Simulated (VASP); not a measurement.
Crystal: Si.

```
Si
1.0
     0.00000    2.71356    2.71356
     2.71356    0.00000    2.71356
     2.71356    2.71356    0.00000
Si
2
Direct
  0.75000 0.75000 0.75000
  0.50000 0.50000 0.50000
```

Base run:

| Property | Result |
| --- | --- |
| Program | VASP 6.6.1 |
| Functional | PBE |
| Potentials or basis | VASP PAW PBE potentials, release 64 (Si) |
| Cutoff | 500 eV |
| k mesh | 5 × 5 × 5 |
| Occupations | fermi-dirac, width 0.1 eV |
| Spin | no spin polarisation |

Its results: band gap on the k mesh 0.57 eV, indirect (least direct gap 2.56 eV); pressure 2.3 GPa.

Task: The run is repeated on the same cell with these changes: functional from PBE to revPBE. What comes out?

Result: Band gap on the k mesh 0.61 eV, indirect (least direct gap 2.56 eV); pressure 3.4 GPa.

revPBE binds less tightly than PBE, so the same cell stands under more pressure.

Caveats: the PAW data sets were made with another functional, which shifts forces and pressure a little (some runs).

A k mesh can miss the band edges.
